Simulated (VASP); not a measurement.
# ScSi3 (Pm-3n) in VASP: notebook

Runs on ScSi3. Level: PBE. Tasks: single point, relaxation of cell and atoms.

Everything below comes from runs of VASP 6.6.1. Logs are shortened: lines on timing, memory, paths and dates and some standing lists are left out, and cuts for length are marked.

## (1) The cell of the first run

The structure is cubic, space group Pm-3n (No. 223). The conventional cell has a = 5.099 Å, b = 5.099 Å, c = 5.099 Å, α = 90.00°, β = 90.00°, γ = 90.00°. Within 3.8 Å of Sc (site symmetry m-3) lie 12 Si at 2.85 Å. Within 3.4 Å of Si (site symmetry -4m2) lie 10 Si at 2.55 to 3.12 Å and 4 Sc at 2.85 Å.

## (2) Single point, PBE

INCAR

```
PREC = Accurate ; ENCUT = 500
EDIFF = 1E-6 ; ISMEAR = 0
SIGMA = 0.1 ; LREAL = False
LASPH = True ; NELM = 120
ALGO = Normal ; ISIF = 2
LWAVE = False ; LCHARG = False
GGA = PE ; NBANDS = 33
GGA_COMPAT = False
```

KPOINTS

```
regular mesh
0
Gamma
  4 4 4
```

POSCAR

```
ScSi3
1.0
    5.0994970641      0.0000000000      0.0000000000
    0.0000000000      5.0994970641      0.0000000000
    0.0000000000      0.0000000000      5.0994970641
Sc Si
2 6
Direct
    0.0000000000      0.0000000000      0.0000000000
    0.5000000000      0.5000000000      0.5000000000
    0.0000000000      0.5000000000      0.2500000000
    0.0000000000      0.5000000000      0.7500000000
    0.2500000000      0.0000000000      0.5000000000
    0.7500000000      0.0000000000      0.5000000000
    0.5000000000      0.7500000000      0.0000000000
    0.5000000000      0.2500000000      0.0000000000
```

Potentials or basis: VASP PAW PBE potentials, release 64 (Sc_sv, Si).

The run is started by

```console
> cat potpaw_PBE.64/Sc_sv/POTCAR potpaw_PBE.64/Si/POTCAR > POTCAR
> mpirun -np 1 vasp_std > vasp.out
```

OUTCAR:

```text
PREC = Accurate
   ENCUT = 500
   EDIFF = 1E-6
   ISMEAR = 0
   LREAL = False
   LASPH = True
   NELM = 120
   ISIF = 2
   GGA = PE

 ion  position               nearest neighbor table
   1  0.000  0.000  0.000-   3 2.85   4 2.85   5 2.85   6 2.85   7 2.85   8 2.85   5 2.85   6 2.85
                             3 2.85   4 2.85   7 2.85   8 2.85
   2  0.500  0.500  0.500-   3 2.85   4 2.85   5 2.85   6 2.85   7 2.85   8 2.85   7 2.85   8 2.85
                             5 2.85   6 2.85   3 2.85   4 2.85
   3  0.000  0.500  0.250-   4 2.55   4 2.55   1 2.85   2 2.85   1 2.85   2 2.85   8 3.12   5 3.12
                             6 3.12   5 3.12   6 3.12   7 3.12   7 3.12   8 3.12
   4  0.000  0.500  0.750-   3 2.55   3 2.55   1 2.85   2 2.85   1 2.85   2 2.85   8 3.12   5 3.12
                             6 3.12   5 3.12   6 3.12   7 3.12   7 3.12   8 3.12
   5  0.250  0.000  0.500-   6 2.55   6 2.55   1 2.85   1 2.85   2 2.85   2 2.85   8 3.12   4 3.12
                             7 3.12   8 3.12   3 3.12   3 3.12   4 3.12   7 3.12
   6  0.750  0.000  0.500-   5 2.55   5 2.55   1 2.85   1 2.85   2 2.85   2 2.85   8 3.12   4 3.12
                             7 3.12   8 3.12   3 3.12   3 3.12   4 3.12   7 3.12
   7  0.500  0.750  0.000-   8 2.55   8 2.55   1 2.85   2 2.85   2 2.85   1 2.85   3 3.12   4 3.12
                             5 3.12   6 3.12   5 3.12   6 3.12   3 3.12   4 3.12
   8  0.500  0.250  0.000-   7 2.55   7 2.55   1 2.85   2 2.85   2 2.85   1 2.85   3 3.12   4 3.12
                             5 3.12   6 3.12   5 3.12   6 3.12   3 3.12   4 3.12

  LATTYP: Found a simple cubic cell.
 ALAT       =     5.0994970641

  Lattice vectors:

 A1 = (   5.0994970641,   0.0000000000,   0.0000000000)
 A2 = (   0.0000000000,   5.0994970641,   0.0000000000)
 A3 = (   0.0000000000,   0.0000000000,   5.0994970641)

Analysis of symmetry for initial positions (statically):
=====================================================================
 Subroutine PRICEL returns:
 Original cell was already a primitive cell.

 Routine SETGRP: Setting up the symmetry group for a
 simple cubic supercell.

 Subroutine GETGRP returns: Found 48 space group operations
 (whereof 24 operations were pure point group operations)
 out of a pool of 48 trial point group operations.

The static configuration has the point symmetry T_h .
 The point group associated with its full space group is O_h .

Analysis of symmetry for dynamics (positions and initial velocities):
=====================================================================
 Subroutine PRICEL returns:
 Original cell was already a primitive cell.

 Routine SETGRP: Setting up the symmetry group for a
 simple cubic supercell.

 Subroutine GETGRP returns: Found 48 space group operations
 (whereof 24 operations were pure point group operations)
 out of a pool of 48 trial point group operations.

[... 110 lines left out ...]
   NUPDOWN=      -1.0000    fix difference up-down
   EMIN   =  10.00;   EMAX   =-10.00  energy-range for DOS
   EFERMI =   0.00;   METHOD = LEGACY
   ISMEAR =     0;   SIGMA  =   0.10  broadening in eV -4-tet -1-fermi 0-gaus
   EFERMI_NEDOS =   21; number of points for ismear=-14 and -15
   IALGO  =     38    algorithm
   IMIX   =      4    mixing-type and parameters
     AMIX     =   0.40;   BMIX     =  1.00
     AMIX_MAG =   1.60;   BMIX_MAG =  1.00
  volume/ion in A,a.u.               =      16.58       111.86
  Fermi-wavevector in a.u.,A,eV,Ry     =   1.150271  2.173697 18.002180  1.323123
  Thomas-Fermi vector in A             =   2.286936
   LORBIT       =      0    0 simple, 1 ext, 2 COOP (PROOUT), +10 PAW based schemes
   GGA     = PE    functional components
   LHFCALC =     F    Hartree Fock is set to
   AEXX    =    0.0000 exact exchange contribution
   IVDW    =     0    specifies the selected vdW correction
   LEPSILON=     F    determine dielectric tensor
   LRPA    =     F    only Hartree local field effects (RPA)
 non-spin polarized calculation
 Gauss-broadening in eV      SIGMA  =   0.10
  energy-cutoff  :      500.00
  volume of cell :      132.61
 maximum number of plane-waves:      3407
 NGX is ok and might be reduce to    40
   NGX = 19   NGY = 19   NGZ = 19

 number of electron      46.0000006 magnetization

 Free energy of the ion-electron system (eV)
  ---------------------------------------------------
  ext. energy  EPLUGINS =         0.00000000
  ---------------------------------------------------
  free energy    TOTEN  =       -45.57722428 eV

  energy without entropy =      -45.55570950  energy(sigma->0) =      -45.56646689

 E-fermi :   7.9460     XC(G=0): -10.8721

 val. band max:        7.8649642847   @ k =   0.5000   0.2500   0.0000
 cond. band min:       7.9643447167   @ k =   0.2500   0.0000   0.0000
 fundamental gap:      0.0993804320
 Fermi energy:         7.9460184692

 k-point     1 :       0.0000    0.0000    0.0000
  band No.  band energies     occupation
      1     -41.1561      2.00000
      2     -41.1544      2.00000
      3     -19.8695      2.00000
      4     -19.8695      2.00000
      5     -19.8695      2.00000
      6     -19.8531      2.00000
[... 349 lines left out ...]
     32       9.5065      0.00000
     33      11.8290      0.00000

------------------------ aborting loop because EDIFF is reached ----------------------------------------

  FORCE on cell =-STRESS in cart. coord.  units (eV):
  Direction    XX          YY          ZZ          XY          YZ          ZX
  --------------------------------------------------------------------------------------
  -------------------------------------------------------------------------------------
  Total       -1.0207534     -1.0207534     -1.0207534     -0.0000000      0.0000000      0.0000000
  in kB      -12.3324503    -12.3324503    -12.3324503     -0.0000000      0.0000000      0.0000000
  external PRESSURE =     -12.3324503 kB  Pullay stress =       0.0000000 kB

 VOLUME and BASIS-vectors are now :
 -----------------------------------------------------------------------------
  energy-cutoff  :      500.00
  volume of cell :      132.61
      direct lattice vectors                 reciprocal lattice vectors
     5.099497064  0.000000000  0.000000000     0.196097770  0.000000000  0.000000000
     0.000000000  5.099497064  0.000000000     0.000000000  0.196097770  0.000000000
     0.000000000  0.000000000  5.099497064     0.000000000  0.000000000  0.196097770

 POSITION                                       TOTAL-FORCE (eV/Angst)
 -----------------------------------------------------------------------------------
      0.00000      0.00000      0.00000         0.000000     -0.000000     -0.000000
      2.54975      2.54975      2.54975         0.000000     -0.000000     -0.000000
      0.00000      2.54975      1.27487         0.000000     -0.000000     -0.000000
      0.00000      2.54975      3.82462         0.000000      0.000000      0.000000
      1.27487      0.00000      2.54975         0.000000     -0.000000     -0.000000
      3.82462      0.00000      2.54975        -0.000000      0.000000      0.000000
      2.54975      3.82462      0.00000        -0.000000      0.000000      0.000000
      2.54975      1.27487      0.00000         0.000000     -0.000000     -0.000000
 -----------------------------------------------------------------------------------
    total drift:                               -0.000000      0.000000     -0.000000

  FREE ENERGIE OF THE ION-ELECTRON SYSTEM (eV)
  ---------------------------------------------------
  free  energy   TOTEN  =       -45.5772242822 eV

  energy  without entropy=      -45.5557094994  energy(sigma->0) =      -45.56646689
```

Wall time 78 s (1 thread of Intel Xeon 8259CL, shared host); peak memory 0.24 GiB.

What came out:

| Item | Value |
| --- | --- |
| Free energy | -45.5772 eV |
| Pressure | -1.2 GPa |
| Band gap on the k mesh | zero (bands 23 and 24 overlap by 0.66 eV) |

## (3) Single point, PBE

This run uses another cell than the first one, of 16.26 Å³/atom.

INCAR

```
  PREC = Accurate
  ENCUT = 500
  EDIFF = 1E-6
  ISMEAR = 0
  SIGMA = 0.1
  LREAL = F
  LASPH = T
  NELM = 120
  ALGO = Normal
  ISIF = 2
  LWAVE = F
  LCHARG = F
  GGA = PE
  NBANDS = 33
  GGA_COMPAT = F
```

KPOINTS

```
regular mesh
0
Gamma
  8 8 8
```

POSCAR: that of step 2 with these lines changed.

```diff
@@ -2,5 +2,5 @@
 1.0
-    5.0994970641      0.0000000000      0.0000000000
-    0.0000000000      5.0994970641      0.0000000000
-    0.0000000000      0.0000000000      5.0994970641
+    5.0664024392      0.0000000000      0.0000000000
+    0.0000000000      5.0664024392      0.0000000000
+    0.0000000000      0.0000000000      5.0664024392
 Sc Si
```

Potentials or basis: VASP PAW PBE potentials, release 64 (Sc_sv, Si).

The run is started by

```console
> cat potpaw_PBE.64/Sc_sv/POTCAR potpaw_PBE.64/Si/POTCAR > POTCAR
> mpirun -np 1 vasp_std > vasp.out
```

OUTCAR:

```text
PREC = Accurate
   ENCUT = 500
   EDIFF = 1E-6
   ISMEAR = 0
   LREAL = F
   LASPH = T
   NELM = 120
   ISIF = 2
   GGA = PE

 ion  position               nearest neighbor table
   1  0.000  0.000  0.000-   3 2.83   4 2.83   5 2.83   6 2.83   7 2.83   8 2.83   5 2.83   6 2.83
                             3 2.83   4 2.83   7 2.83   8 2.83
   2  0.500  0.500  0.500-   3 2.83   4 2.83   5 2.83   6 2.83   7 2.83   8 2.83   7 2.83   8 2.83
                             5 2.83   6 2.83   3 2.83   4 2.83
   3  0.000  0.500  0.250-   4 2.53   4 2.53   1 2.83   2 2.83   1 2.83   2 2.83   8 3.10   5 3.10
                             6 3.10   5 3.10   6 3.10   7 3.10   7 3.10   8 3.10
   4  0.000  0.500  0.750-   3 2.53   3 2.53   1 2.83   2 2.83   1 2.83   2 2.83   8 3.10   5 3.10
                             6 3.10   5 3.10   6 3.10   7 3.10   7 3.10   8 3.10
   5  0.250  0.000  0.500-   6 2.53   6 2.53   1 2.83   1 2.83   2 2.83   2 2.83   8 3.10   4 3.10
                             7 3.10   8 3.10   3 3.10   3 3.10   4 3.10   7 3.10
   6  0.750  0.000  0.500-   5 2.53   5 2.53   1 2.83   1 2.83   2 2.83   2 2.83   8 3.10   4 3.10
                             7 3.10   8 3.10   3 3.10   3 3.10   4 3.10   7 3.10
   7  0.500  0.750  0.000-   8 2.53   8 2.53   1 2.83   2 2.83   2 2.83   1 2.83   3 3.10   4 3.10
                             5 3.10   6 3.10   5 3.10   6 3.10   3 3.10   4 3.10
   8  0.500  0.250  0.000-   7 2.53   7 2.53   1 2.83   2 2.83   2 2.83   1 2.83   3 3.10   4 3.10
                             5 3.10   6 3.10   5 3.10   6 3.10   3 3.10   4 3.10

  LATTYP: Found a simple cubic cell.
 ALAT       =     5.0664024392

  Lattice vectors:

 A1 = (   5.0664024392,   0.0000000000,   0.0000000000)
 A2 = (   0.0000000000,   5.0664024392,   0.0000000000)
 A3 = (   0.0000000000,   0.0000000000,   5.0664024392)

Analysis of symmetry for initial positions (statically):
=====================================================================
 Subroutine PRICEL returns:
 Original cell was already a primitive cell.

 Routine SETGRP: Setting up the symmetry group for a
 simple cubic supercell.

 Subroutine GETGRP returns: Found 48 space group operations
 (whereof 24 operations were pure point group operations)
 out of a pool of 48 trial point group operations.

The static configuration has the point symmetry T_h .
 The point group associated with its full space group is O_h .
[... 152 lines left out ...]
   LHFCALC =     F    Hartree Fock is set to
   AEXX    =    0.0000 exact exchange contribution
   IVDW    =     0    specifies the selected vdW correction
   LEPSILON=     F    determine dielectric tensor
   LRPA    =     F    only Hartree local field effects (RPA)
 non-spin polarized calculation
 Gauss-broadening in eV      SIGMA  =   0.10
  energy-cutoff  :      500.00
  volume of cell :      130.05
 maximum number of plane-waves:      3362
 NGX is ok and might be reduce to    40
   NGX = 19   NGY = 19   NGZ = 19

 number of electron      46.0000014 magnetization

 Free energy of the ion-electron system (eV)
  ---------------------------------------------------
  ext. energy  EPLUGINS =         0.00000000
  ---------------------------------------------------
  free energy    TOTEN  =       -45.48703517 eV

  energy without entropy =      -45.46434080  energy(sigma->0) =      -45.47568798

 E-fermi :   8.2032     XC(G=0): -10.9549

 val. band max:        8.1995936439   @ k =   0.5000   0.2500   0.1250
 cond. band min:       8.2645593353   @ k =   0.5000   0.3750   0.3750
 fundamental gap:      0.0649656914
 Fermi energy:         8.2031625732

 k-point     1 :       0.0000    0.0000    0.0000
  band No.  band energies     occupation
      1     -40.8853      2.00000
      2     -40.8833      2.00000
      3     -19.6095      2.00000
      4     -19.6095      2.00000
      5     -19.6095      2.00000
      6     -19.5913      2.00000
[... 853 lines left out ...]
     32      11.6674      0.00000
     33      12.0898      0.00000

 [... further k-points ...]
[... 5 lines left out ...]
  --------------------------------------------------------------------------------------
  -------------------------------------------------------------------------------------
  Total        0.0548054      0.0548054      0.0548054      0.0000000      0.0000000     -0.0000000
  in kB        0.6752039      0.6752039      0.6752039      0.0000000      0.0000000     -0.0000000
  external PRESSURE =       0.6752039 kB  Pullay stress =       0.0000000 kB

 VOLUME and BASIS-vectors are now :
 -----------------------------------------------------------------------------
  energy-cutoff  :      500.00
  volume of cell :      130.05
      direct lattice vectors                 reciprocal lattice vectors
     5.066402439  0.000000000  0.000000000     0.197378714  0.000000000  0.000000000
     0.000000000  5.066402439  0.000000000     0.000000000  0.197378714  0.000000000
     0.000000000  0.000000000  5.066402439     0.000000000  0.000000000  0.197378714

 POSITION                                       TOTAL-FORCE (eV/Angst)
 -----------------------------------------------------------------------------------
      0.00000      0.00000      0.00000        -0.000000      0.000000     -0.000000
      2.53320      2.53320      2.53320        -0.000000      0.000000     -0.000000
      0.00000      2.53320      1.26660        -0.000000      0.000000     -0.000000
      0.00000      2.53320      3.79980         0.000000      0.000000      0.000000
      1.26660      0.00000      2.53320         0.000000     -0.000000     -0.000000
      3.79980      0.00000      2.53320        -0.000000     -0.000000      0.000000
      2.53320      3.79980      0.00000        -0.000000      0.000000      0.000000
      2.53320      1.26660      0.00000        -0.000000     -0.000000      0.000000
 -----------------------------------------------------------------------------------
    total drift:                               -0.000000      0.000000     -0.000000

  FREE ENERGIE OF THE ION-ELECTRON SYSTEM (eV)
  ---------------------------------------------------
  free  energy   TOTEN  =       -45.4870351655 eV

  energy  without entropy=      -45.4643407962  energy(sigma->0) =      -45.47568798
```

Wall time 4 min (1 thread of Intel Xeon 8259CL, shared host); peak memory 0.3 GiB.

What came out:

- Free energy: -45.4870 eV
- Pressure: 0.1 GPa
- Band gap on the k mesh: zero (bands 23 and 24 overlap by 0.74 eV)

## (4) Relaxation of cell and atoms, PBE

INCAR

```
SYSTEM = ScSi3
  PREC = Accurate
  ENCUT = 500
  EDIFF = 1E-7
  ISMEAR = 0
  SIGMA = 0.1
  LREAL = .FALSE.
  LASPH = .TRUE.
  NELM = 120
  ALGO = Normal
  ISIF = 3
  LWAVE = .FALSE.
  LCHARG = .FALSE.
  GGA = PE
  IBRION = 2
  NSW = 100
  EDIFFG = -0.01
  GGA_COMPAT = .FALSE.
  NELMIN = 4
```

KPOINTS

```
regular mesh
0
G
  8 8 8
  0 0 0
```

POSCAR: that of step 3 with these lines changed.

```diff
@@ -2,5 +2,5 @@
 1.0
-    5.0664024392      0.0000000000      0.0000000000
-    0.0000000000      5.0664024392      0.0000000000
-    0.0000000000      0.0000000000      5.0664024392
+    5.0994970641      0.0000000000      0.0000000000
+    0.0000000000      5.0994970641      0.0000000000
+    0.0000000000      0.0000000000      5.0994970641
 Sc Si
```

The run is started by

```console
> cat potpaw_PBE.64/Sc_sv/POTCAR potpaw_PBE.64/Si/POTCAR > POTCAR
> mpirun -np 1 vasp_std > vasp.out
```

It took 7.7 min on 1 thread of Intel Xeon 8259CL, shared host; peak memory 0.31 GiB.

It converged, with:

* Free energy: -45.4878 eV
* Relaxed volume: 16.27 Å³/atom
* Relaxed cell: a = 5.068 Å, b = 5.068 Å, c = 5.068 Å, α = 90.00°, β = 90.00°, γ = 90.00°
* Space group after relaxing (to 0.1 Å): Pm-3n (No. 223)
* Energy gained by relaxing: 1.6 meV/atom
* Ionic steps: 3
* Pressure after relaxing: 0.0 GPa
* Band gap on the k mesh: zero (bands 23 and 24 overlap by 0.74 eV)

The path:
| step | energy change (eV) | largest force (eV/Å) | pressure (GPa) | volume (Å³) |
| --- | --- | --- | --- | --- |
| 1 | 0.0000 | 0.0000 | -1.62 | 132.61 |
| 2 | -0.0115 | 0.0000 | 0.51 | 129.42 |
| 3 | -0.0127 | 0.0000 | 0.00 | 130.15 |

Final structure:
```cif
data_structure
_symmetry_space_group_name_H-M 'P 1'
_symmetry_Int_Tables_number 1
_cell_length_a 5.0677
_cell_length_b 5.0677
_cell_length_c 5.0677
_cell_angle_alpha 90.000
_cell_angle_beta 90.000
_cell_angle_gamma 90.000
_cell_volume 130.15
loop_
_atom_site_label
_atom_site_type_symbol
_atom_site_fract_x
_atom_site_fract_y
_atom_site_fract_z
_atom_site_occupancy
Sc1 Sc 0.00000 0.00000 0.00000 1
Sc2 Sc 0.50000 0.50000 0.50000 1
Si1 Si 0.00000 0.50000 0.25000 1
Si2 Si 0.00000 0.50000 0.75000 1
Si3 Si 0.25000 0.00000 0.50000 1
Si4 Si 0.75000 0.00000 0.50000 1
Si5 Si 0.50000 0.75000 0.00000 1
Si6 Si 0.50000 0.25000 0.00000 1
```

Levels at points of the mesh, in eV from the Fermi level:
```tsv
k point	band 20	band 21	band 22	band 23	band 24	band 25	band 26	band 27
(0.00, 0.00, 0.00)	-2.36	-2.26	-2.26	-2.26	0.68	0.68	0.69	0.70
(0.50, 0.00, 0.00)	-1.73	-1.23	-1.23	0.07	0.07	0.51	0.51	2.46
(0.50, 0.50, 0.00)	-2.58	-1.00	-1.00	0.43	0.57	0.57	0.97	1.45
(0.50, 0.50, 0.50)	-0.55	0.21	0.21	0.21	0.21	0.21	0.21	1.58
```

## (5) Summary

```tsv
task	cell	k mesh	gap on the mesh (eV)	pressure (GPa)
single point	a = 5.099 Å, 8 atoms	4 × 4 × 4	none	-1.2
single point	a = 5.066 Å, 8 atoms	8 × 8 × 8	none	0.1
relaxation of cell and atoms	relaxed from a = 5.099 Å, 8 atoms	8 × 8 × 8	none	0.0
```

Alike in all rows: level PBE; potentials or basis VASP PAW PBE potentials, release 64 (Sc_sv, Si); no spin polarisation; cutoff (eV) 500; smearing gaussian 0.1 eV.

Total energies depend on the potentials used, so only differences within one code and one set of settings carry meaning.
